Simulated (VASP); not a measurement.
# Cs (Pm-3m) in VASP: a series of runs

The runs below take Cs through single point, relaxation of cell and atoms, with PBE.

All numbers are computed with VASP 6.6.1; they aren't measurements. Logs are shortened: lines on timing, memory, paths and dates and some standing lists are left out, and cuts for length are marked.

## 1. The cell of the first run

Symmetry: Pm-3m, No. 221, cubic system. Conventional cell: a = 5.034 Å, b = 5.034 Å, c = 5.034 Å, α = 90.00°, β = 90.00°, γ = 90.00°.

## 2. Single point, PBE

The input, INCAR:

```
SYSTEM = Cs
PREC = Accurate
ENCUT = 520
EDIFF = 1E-6
ISMEAR = -1
SIGMA = 0.1
LREAL = .False.
LASPH = .True.
NELM = 100
ALGO = Normal
ISIF = 2
LWAVE = .False.
LCHARG = .False.
GGA = PE
NBANDS = 10
```

The input, KPOINTS:

```
regular mesh
0
Gamma
  7 7 7
  0 0 0
```

The input, POSCAR:

```
Cs
1.0
    5.0344804847      0.0000000000      0.0000000000
    0.0000000000      5.0344804847      0.0000000000
    0.0000000000      0.0000000000      5.0344804847
Cs
1
Direct
    0.0000000000      0.0000000000      0.0000000000
```

Potentials or basis: VASP PAW PBE potentials, release 64 (Cs_sv).

Launch:

```
$ cat potpaw_PBE.64/Cs_sv/POTCAR > POTCAR
$ mpirun -np 1 vasp_std > vasp.out
```

OUTCAR:

```text
SYSTEM = Cs
   PREC = Accurate
   ENCUT = 520
   EDIFF = 1E-6
   ISMEAR = -1
   LREAL = .False.
   LASPH = .True.
   NELM = 100
   ISIF = 2
   GGA = PE

 ion  position               nearest neighbor table
   1  0.000  0.000  0.000-

  LATTYP: Found a simple cubic cell.
 ALAT       =     5.0344804847

  Lattice vectors:

 A1 = (   5.0344804847,   0.0000000000,   0.0000000000)
 A2 = (   0.0000000000,   5.0344804847,   0.0000000000)
 A3 = (   0.0000000000,   0.0000000000,   5.0344804847)

Analysis of symmetry for initial positions (statically):
=====================================================================
 Subroutine PRICEL returns:
 Original cell was already a primitive cell.

 Routine SETGRP: Setting up the symmetry group for a
 simple cubic supercell.

 Subroutine GETGRP returns: Found 48 space group operations
 (whereof 48 operations were pure point group operations)
 out of a pool of 48 trial point group operations.

The static configuration has the point symmetry O_h .

Analysis of symmetry for dynamics (positions and initial velocities):
=====================================================================
 Subroutine PRICEL returns:
 Original cell was already a primitive cell.

 Routine SETGRP: Setting up the symmetry group for a
 simple cubic supercell.

 Subroutine GETGRP returns: Found 48 space group operations
 (whereof 48 operations were pure point group operations)
 out of a pool of 48 trial point group operations.

The dynamic configuration has the point symmetry O_h .

 Subroutine INISYM returns: Found 48 space group operations
 (whereof 48 operations are pure point group operations),
 and found     1 'primitive' translations

----------------------------------------------------------------------------------------

                                     Primitive cell

  volume of cell :     127.6039

  direct lattice vectors                    reciprocal lattice vectors
     5.034480485  0.000000000  0.000000000     0.198630227  0.000000000  0.000000000
     0.000000000  5.034480485  0.000000000     0.000000000  0.198630227  0.000000000
     0.000000000  0.000000000  5.034480485     0.000000000  0.000000000  0.198630227

  length of vectors
     5.034480485  5.034480485  5.034480485     0.198630227  0.198630227  0.198630227

  position of ions in fractional coordinates (direct lattice)
     0.000000000  0.000000000  0.000000000

  ion indices of the primitive-cell ions
   primitive index   ion index
                 1           1

----------------------------------------------------------------------------------------

 KPOINTS: regular mesh

Automatic generation of k-mesh.
 Grid dimensions read from file:
 generate k-points for:    7    7    7

 Generating k-lattice:

  Cartesian coordinates                     Fractional coordinates (reciprocal lattice)
     0.028375747  0.000000000  0.000000000     0.142857143  0.000000000  0.000000000
     0.000000000  0.028375747  0.000000000     0.000000000  0.142857143  0.000000000
     0.000000000  0.000000000  0.028375747     0.000000000  0.000000000  0.142857143

  Length of vectors
     0.028375747  0.028375747  0.028375747

  Shift w.r.t. Gamma in fractional coordinates (k-lattice)
     0.000000000  0.000000000  0.000000000

 Subroutine IBZKPT returns following result:
 ===========================================

 Found     20 irreducible k-points:

 Following reciprocal coordinates:
            Coordinates               Weight
  0.000000  0.000000  0.000000      1.000000
  0.142857  0.000000  0.000000      6.000000
  0.285714  0.000000  0.000000      6.000000
  0.428571  0.000000  0.000000      6.000000
  0.142857  0.142857  0.000000     12.000000
  0.285714  0.142857  0.000000     24.000000
[... 12 lines left out ...]
  0.428571  0.428571  0.285714     24.000000
  0.428571  0.428571  0.428571      8.000000
   k-points           NKPTS =     20   k-points in BZ     NKDIM =     20   number of bands    NBANDS=     10
   number of dos      NEDOS =    301   number of ions     NIONS =      1
   total plane-waves  NPLWV =  64000
   dimension x,y,z NGX =    40 NGY =   40 NGZ =   40
   dimension x,y,z NGXF=    80 NGYF=   80 NGZF=   80
   ions per type =               1
   NGX,Y,Z   is equivalent  to a cutoff of  13.21, 13.21, 13.21 a.u.
   NGXF,Y,Z  is equivalent  to a cutoff of  26.42, 26.42, 26.42 a.u.
 SYSTEM =  Cs
   PREC   = accura    normal or accurate (medium, high low for compatibility)
   ISTART =      0    job   : 0-new  1-cont  2-samecut
   ICHARG =      2    charge: 1-file 2-atom 10-const
   ISPIN  =      1    spin polarized calculation?
   LNONCOLLINEAR =      F non collinear calculations
   LSORBIT =      F    spin-orbit coupling
   LASPH  =      T    aspherical Exc in radial PAW
   ENCUT  =  520.0 eV  38.22 Ry    6.18 a.u.   9.36  9.36  9.36*2*pi/ulx,y,z
   NELM   =    100;   NELMIN=  2; NELMDL= -5     # of ELM steps
   EDIFF  = 0.1E-05   stopping-criterion for ELM
   LREAL  =      F    real-space projection
   EDIFFG = 0.1E-04   stopping-criterion for IOM
   NSW    =      0    number of steps for IOM
   IBRION =     -1    ionic relax: 0-MD 1-quasi-New 2-CG
   NFREE  =      0    steps in history (QN), initial steepest desc. (CG)
   ISIF   =      2    stress and relaxation
   ISYM   =      2    0-nonsym 1-usesym 2-fastsym
   POTIM  = 0.5000    time-step for ionic-motion
   TEBEG  =    0.0;   TEEND  =   0.0 temperature during run
   PSTRESS=    0.0 pullay stress
   NELECT =       9.0000    total number of electrons
   NUPDOWN=      -1.0000    fix difference up-down
   EMIN   =  10.00;   EMAX   =-10.00  energy-range for DOS
   EFERMI =   0.00;   METHOD = LEGACY
   ISMEAR =    -1;   SIGMA  =   0.10  broadening in eV -4-tet -1-fermi 0-gaus
   EFERMI_NEDOS =   21; number of points for ismear=-14 and -15
   IALGO  =     38    algorithm
   IMIX   =      4    mixing-type and parameters
     AMIX     =   0.40;   BMIX     =  1.00
     AMIX_MAG =   1.60;   BMIX_MAG =  1.00
  volume/ion in A,a.u.               =     127.60       861.11
  Fermi-wavevector in a.u.,A,eV,Ry     =   0.676396  1.278203  6.224822  0.457511
  Thomas-Fermi vector in A             =   1.753696
   LORBIT       =      0    0 simple, 1 ext, 2 COOP (PROOUT), +10 PAW based schemes
   GGA     = PE    functional components
[... 5 lines left out ...]
 non-spin polarized calculation
  energy-cutoff  :      520.00
  volume of cell :      127.60
 maximum number of plane-waves:      3466
 NGX is ok and might be reduce to    40
   NGX = 19   NGY = 19   NGZ = 19

 number of electron       9.0000000 magnetization

 Free energy of the ion-electron system (eV)
  ---------------------------------------------------
  ext. energy  EPLUGINS =         0.00000000
  ---------------------------------------------------
  free energy    TOTEN  =        -0.77708424 eV

  energy without entropy =       -0.73881805  energy(sigma->0) =       -0.75795115

 E-fermi :   0.2327     XC(G=0):  -5.1407

 val. band max:        0.1606785486   @ k =   0.4286   0.1429   0.1429
 cond. band min:       0.2943690119   @ k =   0.2857   0.2857   0.2857
 fundamental gap:      0.1336904633
 Fermi energy:         0.2326523880

 k-point     1 :       0.0000    0.0000    0.0000
  band No.  band energies     occupation
      1     -23.8224      2.00000
      2     -10.5564      2.00000
      3     -10.5564      2.00000
      4     -10.5564      2.00000
      5      -1.3430      2.00000
      6       1.5871      0.00000
      7       1.5871      0.00000
      8       4.4366      0.00000
      9       4.4366      0.00000
     10       4.4366      0.00000

 k-point     2 :       0.1429    0.0000    0.0000
  band No.  band energies     occupation
      1     -23.8213      2.00000
      2     -10.5864      2.00000
      3     -10.5539      2.00000
      4     -10.5539      2.00000
      5      -1.1829      2.00000
      6       1.6171      0.00000
      7       1.6519      0.00000
      8       3.9462      0.00000
      9       3.9462      0.00000
     10       4.4674      0.00000

 k-point     3 :       0.2857    0.0000    0.0000
  band No.  band energies     occupation
      1     -23.8187      2.00000
      2     -10.6523      2.00000
      3     -10.5482      2.00000
      4     -10.5482      2.00000
      5      -0.7435      1.99988
      6       1.4246      0.00001
      7       1.8158      0.00000
      8       3.4028      0.00000
      9       3.4028      0.00000
     10       4.2365      0.00000

 k-point     4 :       0.4286    0.0000    0.0000
  band No.  band energies     occupation
      1     -23.8166      2.00000
      2     -10.7037      2.00000
      3     -10.5436      2.00000
      4     -10.5436      2.00000
      5      -0.1476      1.95633
      6       0.8321      0.00497
      7       1.9728      0.00000
      8       3.1057      0.00000
      9       3.1057      0.00000
     10       4.5824      0.00000
[... 170 lines left out ...]
 k-point    18 :       0.4286    0.2857    0.2857
  band No.  band energies     occupation
      1     -23.8093      2.00000
      2     -10.6805      2.00000
      3     -10.6273      2.00000
      4     -10.6240      2.00000
      5       0.7185      0.01540
      6       1.4353      0.00001
      7       1.7997      0.00000
      8       2.7455      0.00000
      9       2.8565      0.00000
     10       3.4891      0.00000

 k-point    19 :       0.4286    0.4286    0.2857
  band No.  band energies     occupation
      1     -23.8072      2.00000
      2     -10.6744      2.00000
      3     -10.6738      2.00000
      4     -10.6201      2.00000
      5       0.9177      0.00212
      6       1.5536      0.00000
      7       1.6298      0.00000
      8       2.5481      0.00000
      9       3.5167      0.00000
     10       3.6386      0.00000

 k-point    20 :       0.4286    0.4286    0.4286
  band No.  band energies     occupation
      1     -23.8052      2.00000
      2     -10.6685      2.00000
      3     -10.6676      2.00000
      4     -10.6676      2.00000
      5       1.1768      0.00016
      6       1.4076      0.00002
      7       1.4076      0.00002
      8       3.4146      0.00000
      9       3.5623      0.00000
     10       3.7216      0.00000

------------------------ aborting loop because EDIFF is reached ----------------------------------------

  FORCE on cell =-STRESS in cart. coord.  units (eV):
  Direction    XX          YY          ZZ          XY          YZ          ZX
  --------------------------------------------------------------------------------------
  -------------------------------------------------------------------------------------
  Total        0.0033645      0.0033645      0.0033645     -0.0000000      0.0000000      0.0000000
  in kB        0.0422446      0.0422446      0.0422446     -0.0000000      0.0000000      0.0000000
  external PRESSURE =       0.0422446 kB  Pullay stress =       0.0000000 kB

 VOLUME and BASIS-vectors are now :
 -----------------------------------------------------------------------------
  energy-cutoff  :      520.00
  volume of cell :      127.60
      direct lattice vectors                 reciprocal lattice vectors
     5.034480485  0.000000000  0.000000000     0.198630227  0.000000000  0.000000000
     0.000000000  5.034480485  0.000000000     0.000000000  0.198630227  0.000000000
     0.000000000  0.000000000  5.034480485     0.000000000  0.000000000  0.198630227

 POSITION                                       TOTAL-FORCE (eV/Angst)
 -----------------------------------------------------------------------------------
      0.00000      0.00000      0.00000         0.000000      0.000000      0.000000
 -----------------------------------------------------------------------------------
    total drift:                               -0.000000     -0.000000     -0.000000

  FREE ENERGIE OF THE ION-ELECTRON SYSTEM (eV)
  ---------------------------------------------------
  free  energy   TOTEN  =        -0.7770842424 eV

  energy  without entropy=       -0.7388180538  energy(sigma->0) =       -0.75795115
```

Wall time 11 s (1 thread of Intel Xeon 6975P-C (Granite Rapids), shared host); peak memory 0.22 GiB.

Results:

```yaml
Free_energy: -0.7771 eV
Pressure: 0.0 GPa
```

Caveat: spin-orbit coupling is left out, which moves the levels of the heavy elements.

## 3. Relaxation of cell and atoms, PBE

This run uses another cell than the first one, of 119.28 Å³/atom, 0.935 times its volume.

The input, INCAR:

```
ALGO = Normal
EDIFF = 1E-6
EDIFFG = -0.01
ENCUT = 600
GGA = PE
IBRION = 2
ISIF = 3
ISMEAR = -1
LASPH = T
LCHARG = F
LREAL = F
LWAVE = F
NELM = 60
NSW = 80
PREC = Accurate
SIGMA = 0.1
```

The input, KPOINTS:

```
k-points
0
Gamma
  7 7 7
```

The input, POSCAR:

```
Cs
1.0
    4.9225963477      0.0000000000      0.0000000000
    0.0000000000      4.9225963477      0.0000000000
    0.0000000000      0.0000000000      4.9225963477
Cs
1
Direct
    0.0000000000      0.0000000000      0.0000000000
```

Potentials or basis: VASP PAW PBE potentials, release 64 (Cs_sv).

Launch:

```
$ cat potpaw_PBE.64/Cs_sv/POTCAR > POTCAR
$ mpirun -np 1 vasp_std > vasp.out
```

Wall time 30 s (1 thread of Intel Xeon 6975P-C (Granite Rapids), shared host); peak memory 0.24 GiB.

It converged, with:

```yaml
Free_energy: -0.7769 eV
Relaxed_volume: 128.10 Å³/atom
Relaxed_cell: a = 5.041 Å, b = 5.041 Å, c = 5.041 Å, α = 90.00°, β = 90.00°, γ = 90.00°
Space_group_after_relaxing_to_0.05_Å: Pm-3m (No. 221)
Energy_gained_by_relaxing: 3.1 meV/atom
Ionic_steps: 4
Pressure_after_relaxing: 0.0 GPa
```

Step by step:
```
step  energy change (eV)  largest force (eV/Å)  pressure (GPa)  volume (Å³)
   1              0.0000                0.0000            0.12       119.28
   2             -0.0011                0.0000            0.10       120.87
   3             -0.0029                0.0000            0.03       125.70
   4             -0.0031                0.0000            0.00       128.10
```

Final structure:
```
CELL_PARAMETERS angstrom
5.04098 0.00000 0.00000
0.00000 5.04098 0.00000
0.00000 0.00000 5.04098
ATOMIC_POSITIONS crystal
Cs 0.00000 0.00000 0.00000
```

Levels at points of the mesh, in eV from the Fermi level:
| k point | band 1 | band 2 | band 3 | band 4 | band 5 | band 6 | band 7 | band 8 |
| --- | --- | --- | --- | --- | --- | --- | --- | --- |
| (0.00, 0.00, 0.00) | -24.06 | -10.79 | -10.79 | -10.79 | -1.57 | 1.36 | 1.36 | 4.20 |

Caveat: spin-orbit coupling is left out, which moves the levels of the heavy elements.

(Part 1 of 2 ends here.)
